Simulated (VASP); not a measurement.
# C (P6_3/mmc) in VASP: notebook, part 2 of 2

VASP 6.6.1. Earlier steps stand in the parts before.

## (4) Single point, PBE

This run uses another cell than the first one, of 4.92 Å³/atom.

Input file INCAR:

```
SYSTEM = C
PREC = Accurate
ENCUT = 520
EDIFF = 1E-7
ISMEAR = 0
SIGMA = 0.05
LREAL = .False.
LASPH = .True.
NELM = 100
ALGO = Normal
ISIF = 2
LWAVE = .False.
LCHARG = .False.
GGA = PE
NBANDS = 36
```

Input file KPOINTS:

```
regular mesh
0
Gamma
  12 12 2
  0 0 0
```

Input file POSCAR:

```
C
1.0
    2.3882000000      0.0000000000      0.0000000000
   -1.1941000000      2.0682418693      0.0000000000
    0.0000000000      0.0000000000     11.9630000000
C
12
Direct
    0.0000000000      0.0000000000      0.1868593266
    0.0000000000      0.0000000000      0.6868593266
    0.0000000000      0.0000000000      0.3131406734
    0.0000000000      0.0000000000      0.8131406734
    0.3333333333      0.6666666667      0.5207665411
    0.6666666667      0.3333333333      0.0207665411
    0.3333333333      0.6666666667      0.9792334589
    0.6666666667      0.3333333333      0.4792334589
    0.3333333333      0.6666666667      0.6450950823
    0.6666666667      0.3333333333      0.1450950823
    0.3333333333      0.6666666667      0.8549049177
    0.6666666667      0.3333333333      0.3549049177
```

Potentials or basis: VASP PAW PBE potentials, release 64 (C).

The run is started by

```console
> cat potpaw_PBE.64/C/POTCAR > POTCAR
> mpirun -np 1 vasp_std > vasp.out
```

OUTCAR:

```text
SYSTEM = C
   PREC = Accurate
   ENCUT = 520
   EDIFF = 1E-7
   ISMEAR = 0
   LREAL = .False.
   LASPH = .True.
   NELM = 100
   ISIF = 2
   GGA = PE

 ion  position               nearest neighbor table
   1  0.000  0.000  0.187-  10 1.47  10 1.47  10 1.47   3 1.51
   2  0.000  0.000  0.687-   9 1.47   9 1.47   9 1.47   4 1.51
   3  0.000  0.000  0.313-  12 1.47  12 1.47  12 1.47   1 1.51
   4  0.000  0.000  0.813-  11 1.47  11 1.47  11 1.47   2 1.51
   5  0.333  0.667  0.521-   8 1.47   8 1.47   8 1.47   9 1.49
   6  0.667  0.333  0.021-   7 1.47   7 1.47   7 1.47  10 1.49
   7  0.333  0.667  0.979-   6 1.47   6 1.47   6 1.47  11 1.49
   8  0.667  0.333  0.479-   5 1.47   5 1.47   5 1.47  12 1.49
   9  0.333  0.667  0.645-   2 1.47   2 1.47   2 1.47   5 1.49
  10  0.667  0.333  0.145-   1 1.47   1 1.47   1 1.47   6 1.49
  11  0.333  0.667  0.855-   4 1.47   4 1.47   4 1.47   7 1.49
  12  0.667  0.333  0.355-   3 1.47   3 1.47   3 1.47   8 1.49

  LATTYP: Found a hexagonal cell.
[... 219 lines left out ...]
      5      -8.3354      2.00000
      6      -5.2847      2.00000
[... 925 lines left out ...]
     35      22.4931      0.00000
     36      22.4931      0.00000

 [... further k-points ...]

------------------------ aborting loop because EDIFF is reached ----------------------------------------

  FORCE on cell =-STRESS in cart. coord.  units (eV):
  Direction    XX          YY          ZZ          XY          YZ          ZX
  --------------------------------------------------------------------------------------
  -------------------------------------------------------------------------------------
  Total       34.1618526     34.1618526     24.7036183      0.0000000      0.0000000      0.0000000
  in kB      926.2748556    926.2748555    669.8214159      0.0000000      0.0000000      0.0000000
  external PRESSURE =     840.7903757 kB  Pullay stress =       0.0000000 kB

 VOLUME and BASIS-vectors are now :
 -----------------------------------------------------------------------------
  energy-cutoff  :      520.00
  volume of cell :       59.09
      direct lattice vectors                 reciprocal lattice vectors
     2.388200000  0.000000000  0.000000000     0.418725400  0.241751222  0.000000000
    -1.194100000  2.068241869  0.000000000     0.000000000  0.483502445  0.000000000
     0.000000000  0.000000000 11.963000000     0.000000000  0.000000000  0.083591072

 POSITION                                       TOTAL-FORCE (eV/Angst)
 -----------------------------------------------------------------------------------
      0.00000      0.00000      2.23540         0.000000     -0.000000      0.318495
      0.00000      0.00000      8.21690        -0.000000     -0.000000      0.318495
      0.00000      0.00000      3.74610        -0.000000      0.000000     -0.318495
      0.00000      0.00000      9.72760         0.000000      0.000000     -0.318495
     -0.00000      1.37883      6.22993        -0.000000      0.000000      0.220658
      1.19410      0.68941      0.24843        -0.000000     -0.000000      0.220658
     -0.00000      1.37883     11.71457        -0.000000     -0.000000     -0.220658
      1.19410      0.68941      5.73307        -0.000000     -0.000000     -0.220658
     -0.00000      1.37883      7.71727         0.000000     -0.000000     -0.220536
      1.19410      0.68941      1.73577         0.000000     -0.000000     -0.220536
     -0.00000      1.37883     10.22723         0.000000      0.000000      0.220536
      1.19410      0.68941      4.24573         0.000000     -0.000000      0.220536
 -----------------------------------------------------------------------------------
    total drift:                                0.000000     -0.000000      0.000000

  FREE ENERGIE OF THE ION-ELECTRON SYSTEM (eV)
  ---------------------------------------------------
  free  energy   TOTEN  =      -106.7855702655 eV

  energy  without entropy=     -106.7855702655  energy(sigma->0) =     -106.78557027
```

OSZICAR:

```text
N       E                     dE             d eps       ncg     rms          rms(c)
DAV:   1     0.128881666409E+03    0.12888E+03   -0.26037E+04  2736   0.133E+03
DAV:   2    -0.104033906620E+03   -0.23292E+03   -0.21974E+03  3556   0.264E+02
DAV:   3    -0.112405075851E+03   -0.83712E+01   -0.83144E+01  3632   0.454E+01
DAV:   4    -0.112484818280E+03   -0.79742E-01   -0.79577E-01  3520   0.483E+00
DAV:   5    -0.112486137514E+03   -0.13192E-02   -0.13182E-02  3492   0.567E-01    0.163E+01
DAV:   6    -0.108205508073E+03    0.42806E+01   -0.27496E+00  3124   0.817E+00    0.976E+00
DAV:   7    -0.106782117857E+03    0.14234E+01   -0.33811E+00  3156   0.931E+00    0.227E+00
DAV:   8    -0.106785313491E+03   -0.31956E-02   -0.90315E-02  3420   0.147E+00    0.108E-01
DAV:   9    -0.106785465335E+03   -0.15184E-03   -0.12490E-03  3520   0.208E-01    0.426E-02
DAV:  10    -0.106785540380E+03   -0.75045E-04   -0.10281E-04  3328   0.579E-02    0.217E-02
DAV:  11    -0.106785567652E+03   -0.27272E-04   -0.17124E-05  3260   0.265E-02    0.511E-03
DAV:  12    -0.106785570320E+03   -0.26678E-05   -0.23998E-06  3428   0.954E-03    0.937E-04
DAV:  13    -0.106785570265E+03    0.54044E-07   -0.53002E-08  2428   0.151E-03
   1 F= -.10678557E+03 E0= -.10678557E+03  d E =-.912338E-11
```

stdout:

```text
POSCAR found type information on POSCAR C
 POSCAR found :  1 types and      12 ions
 scaLAPACK will be used
 LDA part: xc-table for (Slater+PW92), standard interpolation
 POSCAR, INCAR and KPOINTS ok, starting setup
 FFT: planning ... GRIDC
 FFT: planning ... GRID_SOFT
 FFT: planning ... GRID
 WAVECAR not read
 entering main loop
```

Wall time 46 s (1 thread of AMD EPYC 9R45 (Zen 5), shared host); peak memory 0.16 GiB.

Results:

* Free energy: -106.7856 eV
* Pressure: 84.1 GPa
* Largest force: 0.318 eV/Å
* Band gap on the k mesh: 4.89 eV (least direct gap 5.47 eV)

Forces in eV/Å, atoms in the order of the input:
```
C    0.000  0.000  0.318
C    0.000  0.000  0.318
C    0.000  0.000 -0.318
C    0.000  0.000 -0.318
C    0.000  0.000  0.221
C    0.000  0.000  0.221
C    0.000  0.000 -0.221
C    0.000  0.000 -0.221
C    0.000  0.000 -0.221
C    0.000  0.000 -0.221
C    0.000  0.000  0.221
C    0.000  0.000  0.221
```

Levels at points of the mesh, in eV from the valence-band top:
```
           k point  band 21  band 22  band 23  band 24  band 25  band 26  band 27  band 28
(0.00, 0.00, 0.00)    -1.06    -0.22     0.00     0.00     5.47     5.91     5.91     7.07
(0.50, 0.00, 0.00)    -4.67    -4.62    -4.17    -3.40     5.17     5.54     5.77     5.98
(0.00, 0.00, 0.50)    -0.35    -0.35    -0.35    -0.35     6.33     6.33     6.33     6.33
(0.50, 0.00, 0.50)    -4.34    -4.34    -3.77    -3.77     5.33     5.33     6.03     6.03
```

Caveat: the stress differs along the axes, from 67 to 93 GPa. A k mesh can miss the band edges.

## (5) Single point, PBE

This run uses another cell than the first one, of 4.93 Å³/atom.

Input file INCAR:

```
  PREC = Accurate
  ENCUT = 520
  EDIFF = 1E-6
  ISMEAR = 0
  SIGMA = 0.05
  LREAL = F
  LASPH = T
  NELM = 100
  ALGO = Normal
  ISIF = 2
  LWAVE = F
  LCHARG = F
  GGA = PE
  NBANDS = 36
```

Input file KPOINTS:

```
regular mesh
0
Gamma
  12 12 2
```

POSCAR, as its differences from that of step 4:

```diff
@@ -2,5 +2,5 @@
 1.0
-    2.3882000000      0.0000000000      0.0000000000
-   -1.1941000000      2.0682418693      0.0000000000
-    0.0000000000      0.0000000000     11.9630000000
+    2.3441000000      0.0000000000      0.0000000000
+   -1.1720500000      2.0300501490      0.0000000000
+    0.0000000000      0.0000000000     12.4291124965
 C
```

Potentials or basis: VASP PAW PBE potentials, release 64 (C).

The run is started by

```console
> cat potpaw_PBE.64/C/POTCAR > POTCAR
> mpirun -np 1 vasp_std > vasp.out
```

OUTCAR:

```text
PREC = Accurate
   ENCUT = 520
   EDIFF = 1E-6
   ISMEAR = 0
   LREAL = F
   LASPH = T
   NELM = 100
   ISIF = 2
   GGA = PE

 ion  position               nearest neighbor table
   1  0.000  0.000  0.187-  10 1.45  10 1.45  10 1.45   3 1.57
   2  0.000  0.000  0.687-   9 1.45   9 1.45   9 1.45   4 1.57
   3  0.000  0.000  0.313-  12 1.45  12 1.45  12 1.45   1 1.57
   4  0.000  0.000  0.813-  11 1.45  11 1.45  11 1.45   2 1.57
   5  0.333  0.667  0.521-   8 1.45   8 1.45   8 1.45   9 1.55
   6  0.667  0.333  0.021-   7 1.45   7 1.45   7 1.45  10 1.55
   7  0.333  0.667  0.979-   6 1.45   6 1.45   6 1.45  11 1.55
   8  0.667  0.333  0.479-   5 1.45   5 1.45   5 1.45  12 1.55
   9  0.333  0.667  0.645-   2 1.45   2 1.45   2 1.45   5 1.55
  10  0.667  0.333  0.145-   1 1.45   1 1.45   1 1.45   6 1.55
  11  0.333  0.667  0.855-   4 1.45   4 1.45   4 1.45   7 1.55
  12  0.667  0.333  0.355-   3 1.45   3 1.45   3 1.45   8 1.55

  LATTYP: Found a hexagonal cell.
 ALAT       =     2.3441000000
 C/A-ratio  =     5.3022961889

  Lattice vectors:

 A1 = (   2.3441000000,   0.0000000000,   0.0000000000)
 A2 = (  -1.1720500000,   2.0300501490,   0.0000000000)
 A3 = (   0.0000000000,   0.0000000000,  12.4291124965)

Analysis of symmetry for initial positions (statically):
=====================================================================
 Subroutine PRICEL returns:
 Original cell was already a primitive cell.

 Routine SETGRP: Setting up the symmetry group for a
 hexagonal supercell.

 Subroutine GETGRP returns: Found 24 space group operations
 (whereof 12 operations were pure point group operations)
 out of a pool of 24 trial point group operations.

The static configuration has the point symmetry D_3d.
 The point group associated with its full space group is D_6h.

[... 159 lines left out ...]
   LHFCALC =     F    Hartree Fock is set to
   AEXX    =    0.0000 exact exchange contribution
   IVDW    =     0    specifies the selected vdW correction
   LEPSILON=     F    determine dielectric tensor
   LRPA    =     F    only Hartree local field effects (RPA)
 non-spin polarized calculation
 Gauss-broadening in eV      SIGMA  =   0.05
  energy-cutoff  :      520.00
  volume of cell :       59.15
 maximum number of plane-waves:      1637
 NGX is ok and might be reduce to    18
   NGX =  9   NGY =  9   NGZ = 47

 number of electron      48.0000004 magnetization

 Free energy of the ion-electron system (eV)
  ---------------------------------------------------
  ext. energy  EPLUGINS =         0.00000000
  ---------------------------------------------------
  free energy    TOTEN  =      -105.82594555 eV

  energy without entropy =     -105.82594555  energy(sigma->0) =     -105.82594555

 E-fermi :  12.3605     XC(G=0): -13.9675

 val. band max:       12.0465859933   @ k =   0.0000   0.0000   0.0000
 cond. band min:      15.8537995320   @ k =   0.0000   0.0000   0.0000
 fundamental gap:      3.8072135387
 Fermi energy:        12.3605181026

 k-point     1 :       0.0000    0.0000    0.0000
  band No.  band energies     occupation
      1     -11.6269      2.00000
      2     -10.9249      2.00000
      3     -10.8245      2.00000
      4      -8.7144      2.00000
      5      -8.6491      2.00000
      6      -6.1607      2.00000
[... 925 lines left out ...]
     35      22.2986      0.00000
     36      22.2986      0.00000

 [... further k-points ...]

------------------------ aborting loop because EDIFF is reached ----------------------------------------

  FORCE on cell =-STRESS in cart. coord.  units (eV):
  Direction    XX          YY          ZZ          XY          YZ          ZX
  --------------------------------------------------------------------------------------
  -------------------------------------------------------------------------------------
  Total       46.1626920     46.1626920      3.8557275      0.0000000      0.0000000      0.0000000
  in kB     1250.4855836   1250.4855836    104.4465022      0.0000000      0.0000000      0.0000000
  external PRESSURE =     868.4725565 kB  Pullay stress =       0.0000000 kB

 VOLUME and BASIS-vectors are now :
 -----------------------------------------------------------------------------
  energy-cutoff  :      520.00
  volume of cell :       59.15
      direct lattice vectors                 reciprocal lattice vectors
     2.344100000  0.000000000  0.000000000     0.426602961  0.246299334  0.000000000
    -1.172050000  2.030050149  0.000000000     0.000000000  0.492598668  0.000000000
     0.000000000  0.000000000 12.429112497     0.000000000  0.000000000  0.080456268

 POSITION                                       TOTAL-FORCE (eV/Angst)
 -----------------------------------------------------------------------------------
      0.00000      0.00000      2.32250         0.000000     -0.000000      0.719289
      0.00000      0.00000      8.53705        -0.000000      0.000000      0.719289
      0.00000      0.00000      3.89206         0.000000     -0.000000     -0.719289
      0.00000      0.00000     10.10662        -0.000000      0.000000     -0.719289
     -0.00000      1.35337      6.47267         0.000000     -0.000000      0.680188
      1.17205      0.67668      0.25811         0.000000     -0.000000      0.680188
     -0.00000      1.35337     12.17100        -0.000000     -0.000000     -0.680188
      1.17205      0.67668      5.95645        -0.000000      0.000000     -0.680188
     -0.00000      1.35337      8.01796        -0.000000      0.000000     -0.565076
      1.17205      0.67668      1.80340        -0.000000      0.000000     -0.565076
     -0.00000      1.35337     10.62571         0.000000     -0.000000      0.565076
      1.17205      0.67668      4.41115        -0.000000     -0.000000      0.565076
 -----------------------------------------------------------------------------------
    total drift:                                0.000000     -0.000000      0.000000

  FREE ENERGIE OF THE ION-ELECTRON SYSTEM (eV)
  ---------------------------------------------------
  free  energy   TOTEN  =      -105.8259455549 eV

  energy  without entropy=     -105.8259455549  energy(sigma->0) =     -105.82594555
```

It took 49 s on 1 thread of AMD EPYC 9R45 (Zen 5), shared host; peak memory 0.16 GiB.

Results:

```
Free energy            : -105.8259 eV
Pressure               : 86.8 GPa
Largest force          : 0.719 eV/Å
Band gap on the k mesh : 3.81 eV
```

Forces in eV/Å, atoms in the order of the input:
```
C    0.000  0.000  0.719
C    0.000  0.000  0.719
C    0.000  0.000 -0.719
C    0.000  0.000 -0.719
C    0.000  0.000  0.680
C    0.000  0.000  0.680
C    0.000  0.000 -0.680
C    0.000  0.000 -0.680
C    0.000  0.000 -0.565
C    0.000  0.000 -0.565
C    0.000  0.000  0.565
C    0.000  0.000  0.565
```

Caveat: the stress differs along the axes, from 10 to 125 GPa. As with any semilocal functional, this PBE gap is likely too small.

## (6) The runs side by side

| cell | gap on the mesh (eV) | pressure (GPa) | largest force (eV/Å) |
| --- | --- | --- | --- |
| a = 2.388, b = 2.388, c = 11.808 Å, angles 90.0, 90.0, 120.0°, 12 atoms | 4.87 | 93.5 | 0.18 |
| a = 2.344, b = 2.344, c = 12.274 Å, angles 90.0, 90.0, 120.0°, 12 atoms | 4.21 | 95.0 | 0.73 |
| a = 2.388, b = 2.388, c = 11.963 Å, angles 90.0, 90.0, 120.0°, 12 atoms | 4.89 | 84.1 | 0.32 |
| a = 2.344, b = 2.344, c = 12.429 Å, angles 90.0, 90.0, 120.0°, 12 atoms | 3.81 | 86.8 | 0.72 |

Alike in all rows: task single point; level PBE; potentials or basis VASP PAW PBE potentials, release 64 (C); no spin polarisation; k mesh 12 × 12 × 2; cutoff (eV) 520; smearing gaussian 0.05 eV.

Caveats: the cell stands under pressure (at least some runs); the stress differs along the axes, from 29 to 128 GPa (at least some runs); the stress differs along the axes, from 67 to 93 GPa (at least some runs); the stress differs along the axes, from 10 to 125 GPa (at least some runs).

Total energies depend on the potentials used, so only differences within one code and one set of settings carry meaning.
